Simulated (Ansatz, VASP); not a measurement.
# Rh: VASP beside Ansatz

INCAR

```
SYSTEM = Rh
PREC = Accurate
ENCUT = 520
EDIFF = 1E-6
ISMEAR = 1
SIGMA = 0.02
LREAL = .False.
LASPH = .True.
NELM = 100
ALGO = Fast
ISIF = 2
LWAVE = .False.
LCHARG = .False.
GGA = PE
NBANDS = 14
```

File KPOINTS:

```
regular mesh
0
Gamma
  22 22 22
  0 0 0
```

File POSCAR:

```
Rh
1.0
    0.0000000000      1.9015500000      1.9348271250
    1.9015500000      0.0000000000      1.9348271250
    1.9015500000      1.9015500000      0.0000000000
Rh
1
Direct
    0.0000000000      0.0000000000      0.0000000000
```

Input for Ansatz:

```yaml
crystal:
  lattice:
    - [0.0, 1.90155, 1.934827125]
    - [1.90155, 0.0, 1.934827125]
    - [1.90155, 1.90155, 0.0]
  atoms:
    - { symbol: Rh, position: [0.0, 0.0, 0.0] }
basis:
  ecutwfc: 420
kpoints:
  mp_grid: { grid: [22, 22, 22] }
hamiltonian:
  xc: pbe
scf:
  occupations: { method: cold, width: 0.02 }
output:
  forces: true
  stress: true
  eigenvalues: true
```

Change from the starting cell: strain +0.0175 x Voigt [0, 0, 1, 0, 0, 0], atoms carried along.

Alike in both runs: task single point; functional PBE; k mesh 22 × 22 × 22; no spin polarisation.

|  | VASP | Ansatz |
| --- | --- | --- |
| version | VASP 6.6.1 | Ansatz 0.2.0 |
| potentials or method | VASP PAW PBE potentials, release 64 (Rh_pv), cutoff 520 eV | scalar-relativistic, plane waves, PAW |
| occupations | methfessel-paxton of order 1, width 0.02 eV | cold, width 0.02 eV |
| valence electrons in the cell | 15 | 17 |

|  | VASP | Ansatz | Ansatz less VASP |
| --- | --- | --- | --- |
| gap on the k mesh at the Fermi level (eV) | none | none | - |
| pressure (GPa) | 1.0 | 1.0 | 0.00 |
| traceless stress, the component that is largest in VASP (GPa) | -2.55 | -2.57 | -0.015 |

A gap of «none» marks a metal or a gap that the smearing closes. VASP's potentials hold 15 valence electrons a cell and Ansatz's 17, so a difference there can come from the potentials and not from the codes.
